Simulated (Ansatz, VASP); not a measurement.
**Rh: VASP beside Ansatz**

The input INCAR:

```
PREC = Accurate
ENCUT = 530
EDIFF = 1E-6
ISMEAR = -1
SIGMA = 0.1
LREAL = False
LASPH = True
NELM = 120
ALGO = Normal
ISIF = 2
LWAVE = False
LCHARG = False
GGA = PE
NBANDS = 14
GGA_COMPAT = False
```

The input KPOINTS:

```
Automatic mesh
0
Gamma
  17 17 15
```

POSCAR

```
Rh
1.0
    2.3328760865      0.0000000000      0.0000000000
   -1.1664380432      2.0203299548      0.0000000000
    0.0000000000      0.0000000000      2.2148519904
Rh
1
Direct
    0.0000000000      0.0000000000      0.0000000000
```

Input for Ansatz:

```yaml
crystal:
  lattice:
    - [2.3328760865, 0.0, 0.0]
    - [-1.1664380432, 2.0203299548, 0.0]
    - [0.0, 0.0, 2.2148519904]
  atoms:
    - { symbol: Rh, position: [0.0, 0.0, 0.0] }
kpoints:
  mp_grid: { grid: [17, 17, 15] }
scf:
  occupations: { method: fermi_dirac, width: 0.1 }
hamiltonian:
  xc: pbe
  pseudopotentials: { kind: paw }
output:
  forces: true
  stress: true
  eigenvalues: true
  populations: true
  write_density: true
  write_potential: true
  elf: true
  volumetric_format: npy
```

Change from the starting cell: volume scaled by 0.68, PAW files.

Alike in both runs: task single point; functional PBE; k mesh 17 × 17 × 15; occupations fermi-dirac, width 0.1 eV; no spin polarisation.

|  | VASP | Ansatz |
| --- | --- | --- |
| version | VASP 6.6.1 | Ansatz 0.2.0 |
| potentials or method | VASP PAW PBE potentials, release 64 (Rh_sv_GW) | PAW with Ansatz's default frozen-core files, scalar-relativistic |
| plane-wave cutoff (eV) | 530 | 420 |
| valence electrons in the cell | 17 | 17 |

```tsv
	VASP	Ansatz	Ansatz less VASP
pressure (GPa)	205.0	208.3	+3.25
traceless stress, the component that is largest in VASP (GPa)	-0.23	-0.06	+0.175
```

Both programs put the cell under a high pressure, so it lies far from rest at this level. The functional is the same, so the differences come from potentials, cutoffs and numerics.

Noted on VASP's run: the cell as given lies far from equilibrium.
